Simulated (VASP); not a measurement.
The system is KCl.

```xyz
2
Lattice="0.0000 3.5073 3.5073 3.5073 0.0000 3.5073 3.5073 3.5073 0.0000" Properties=species:S:1:pos:R:3 pbc="T T T"
K     0.0000    0.0000    0.0000
Cl    1.7536    1.7536    1.7536
```

Base run:

- Program: VASP 6.6.1
- Functional: PBE
- Potentials or basis: VASP PAW PBE potentials, release 64 (K_sv, Cl)
- Cutoff: 500 eV
- k mesh: 4 × 4 × 4
- Occupations: gaussian, width 0.5 eV
- Spin: no spin polarisation

Its results: band gap on the k mesh 4.77 eV, indirect (least direct gap 4.81 eV); pressure 0.3 GPa.

The run is repeated on the same cell with these changes: occupations from gaussian, width 0.5 eV to gaussian, width 0.01 eV; dispersion from none to D4. What comes out?

Band gap on the k mesh 4.77 eV, indirect (least direct gap 4.81 eV); pressure -0.1 GPa.

A k mesh can miss the band edges.
